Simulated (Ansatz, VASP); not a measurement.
Mo: VASP beside Ansatz

INCAR

```
PREC = Accurate
ENCUT = 520
EDIFF = 1E-6
ISMEAR = -1
SIGMA = 0.1
LREAL = F
LASPH = T
NELM = 60
ALGO = Normal
ISIF = 2
LWAVE = F
LCHARG = F
GGA = B5
ALDAX = 1.0
AGGAX = 1.0
AGGAC = 1.0
ALDAC = 0.0
NBANDS = 13
```

File KPOINTS:

```
regular mesh
0
Gamma
  23 23 23
```

The input POSCAR:

```
Mo
1.0
   -1.6633025067      1.6633025067      1.6633025067
    1.6633025067     -1.6633025067      1.6633025067
    1.6633025067      1.6633025067     -1.6633025067
Mo
1
Direct
    0.0000000000      0.0000000000      0.0000000000
```

Input for Ansatz:

```yaml
crystal:
  lattice:
    - [-1.6633025067, 1.6633025067, 1.6633025067]
    - [1.6633025067, -1.6633025067, 1.6633025067]
    - [1.6633025067, 1.6633025067, -1.6633025067]
  atoms:
    - { symbol: Mo, position: [0.0, 0.0, 0.0] }
hamiltonian:
  xc: blyp
  pseudopotentials:
    kind: paw
    azcp:
      Mo: "pseudopotentials/Mo.paw.azcp"
basis:
  ecutwfc: 420
  fft_grid_basis: typed
kpoints:
  mp_grid: { grid: [23, 23, 23], shift: [0, 0, 0] }
magnetization:
  spin_polarized: false
scf:
  occupations: { method: fermi_dirac, width: 0.1 }
output:
  stress: true
```

Alike in both runs: task single point; functional BLYP; k mesh 23 × 23 × 23; occupations fermi-dirac, width 0.1 eV; no spin polarisation.

|  | VASP | Ansatz |
| --- | --- | --- |
| version | VASP 6.6.1 | Ansatz 0.2.0 |
| potentials or method | VASP PAW PBE potentials, release 64 (Mo_sv), cutoff 520 eV | plane waves (420 eV) with PAW, scalar-relativistic |
| valence electrons in the cell | 14 | 14 |

VASP gave:

* pressure (GPa): -20.2

Task: Which values does Ansatz return?

Result: Pressure (GPa): -20.8.

VASP's potentials were made for PBE, not for BLYP.
